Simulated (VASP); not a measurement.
Here is a VASP 6.6.1 calculation.

Contents of INCAR:

```
SYSTEM = Au
  PREC = Accurate
  ENCUT = 500
  EDIFF = 1E-6
  ISMEAR = -1
  SIGMA = 0.03
  LREAL = .FALSE.
  LASPH = .TRUE.
  NELM = 120
  ALGO = Normal
  ISIF = 2
  LWAVE = .FALSE.
  LCHARG = .FALSE.
  NBANDS = 18
  GGA_COMPAT = .FALSE.
```

The input KPOINTS:

```
regular mesh
0
G
  14 14 8
  0 0 0
```

POSCAR

```
Au
1.0
    2.8999984104      0.0000000000      0.0000000000
   -1.4499992052      2.5114722944      0.0000000000
    0.0000000000      0.0000000000      4.8800000000
Au
2
Direct
    0.3333333333      0.6666666667      0.7500000000
    0.6666666667      0.3333333333      0.2500000000
```

Potentials or basis: VASP PAW LDA potentials, release 64 (Au).

Launch:

```sh
$ cat potpaw_LDA.64/Au/POTCAR > POTCAR
$ mpirun -np 1 vasp_std > vasp.out
```

Estimate the pressure.

-10.3 GPa.

What does it give for the band gap on the k mesh?

Zero (band 11 reaches 12.32 eV, above the bottom of band 12 at 6.01 eV).

Caveat: spin-orbit coupling is left out, which moves the levels of the heavy elements.
